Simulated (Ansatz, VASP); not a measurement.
One calculation of Bi, two programs

Contents of INCAR:

```
ALGO = Fast
EDIFF = 1E-6
ENCUT = 520
GGA = PE
ISIF = 2
ISMEAR = -1
LASPH = True
LCHARG = False
LREAL = False
LWAVE = False
NBANDS = 22
NELM = 60
PREC = Accurate
SIGMA = 0.05
```

The input KPOINTS:

```
k-points
0
Gamma
  8 8 4
```

The input POSCAR:

```
Bi
1.0
    3.2383762460      0.0000000000      0.0000000000
    0.0000000000      3.2216433200      0.0000000000
   -0.0804548793      0.0000000000      6.4438887882
Bi
2
Direct
    0.5442472500      0.0000000000      0.7495778900
    0.4557527500      0.0000000000      0.2504221100
```

File input.yaml:

```yaml
crystal:
  lattice:
    - [3.238376246, 0.0, 0.0]
    - [0.0, 3.22164332, 0.0]
    - [-0.0804548793, 0.0, 6.4438887882]
  atoms:
    - { symbol: Bi, position: [0.54424725, 0.0, 0.74957789] }
    - { symbol: Bi, position: [0.45575275, 0.0, 0.25042211] }
hamiltonian:
  xc: pbe
  pseudopotentials: { kind: paw }
kpoints:
  mp_grid: { grid: [8, 8, 4] }
scf:
  occupations: { method: fermi_dirac, width: 0.05 }
output:
  forces: true
  stress: true
  eigenvalues: true
```

Alike in both runs: task single point; functional PBE; k mesh 8 × 8 × 4; occupations fermi-dirac, width 0.05 eV; no spin polarisation.

```csv
,VASP,Ansatz
version,VASP 6.6.1,Ansatz 0.2.0
potentials or method,"VASP PAW PBE potentials, release 64 (Bi_d)",Ansatz PAW
plane-wave cutoff (eV),520,420
valence electrons in the cell,30,30
```

```csv
,VASP,Ansatz,Ansatz less VASP
gap on the k mesh at the Fermi level (eV),none,none,-
pressure (GPa),2.1,2.1,+0.06
"traceless stress, the component that is largest in VASP (GPa)",0.60,0.60,+0.002
rms of the force components (eV/Å),0.010,0.010,0.0000
```

Atom by atom the forces differ by 0.000 eV/Å (rms over components). A gap of «none» marks a metal or a gap that the smearing closes. The functional is the same, so the differences come from potentials, cutoffs and numerics.

Neither program's run includes spin-orbit coupling.
